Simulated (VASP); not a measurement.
## LiMg8: single point with LDA

LiMg8, a slab with vacuum:

```
CELL_PARAMETERS angstrom
6.29323 0.00000 0.00000
0.00000 5.03889 0.00000
0.00000 0.00000 19.08461
ATOMIC_POSITIONS crystal
Mg 0.00000 0.75000 0.20959
Mg 0.50000 0.75000 0.20959
Mg 0.25000 0.25000 0.25719
Mg 0.75000 0.25000 0.25719
Mg 0.25000 0.75000 0.35659
Mg 0.75000 0.75000 0.35659
Mg 0.00000 0.25000 0.39742
Mg 0.50000 0.25000 0.39742
Li 0.12500 0.25000 0.52792
```

```yaml
Program: VASP 6.6.1
Task: single point
Functional: LDA
Potentials_or_basis: VASP PAW LDA potentials, release 64 (Mg, Li_sv)
Cutoff: 520 eV
k_mesh: 4 × 5 × 1
Occupations: gaussian, width 0.1 eV
Spin: no spin polarisation
```

```json
{
 "Largest force": "0.587 eV/Å",
 "Band gap on the k mesh": "zero (an odd number of electrons rules out a gap without spin polarisation)"
}
```

Forces in eV/Å, atoms in the order of the input:
```
Mg   0.010  0.000  0.267
Mg  -0.008  0.000  0.294
Mg  -0.004  0.000 -0.164
Mg   0.004  0.000 -0.132
Mg   0.005  0.000  0.112
Mg  -0.008  0.000  0.053
Mg  -0.193  0.000 -0.555
Mg  -0.027  0.000  0.136
Li   0.221  0.000 -0.012
```

Levels at points of the mesh, in eV from the Fermi level:
```csv
k point,band 8,band 9,band 10,band 11,band 12,band 13
"(0.00, 0.00, 0.00)",-0.63,-0.31,-0.09,0.04,1.13,1.27
"(0.50, 0.00, 0.00)",0.04,0.06,0.61,0.77,0.78,1.26
```

Wall time 120 s on 1 thread of Intel(R) Xeon(R) Platinum 8488C (Sapphire Rapids), on a shared host, peak memory 0.47 GiB.
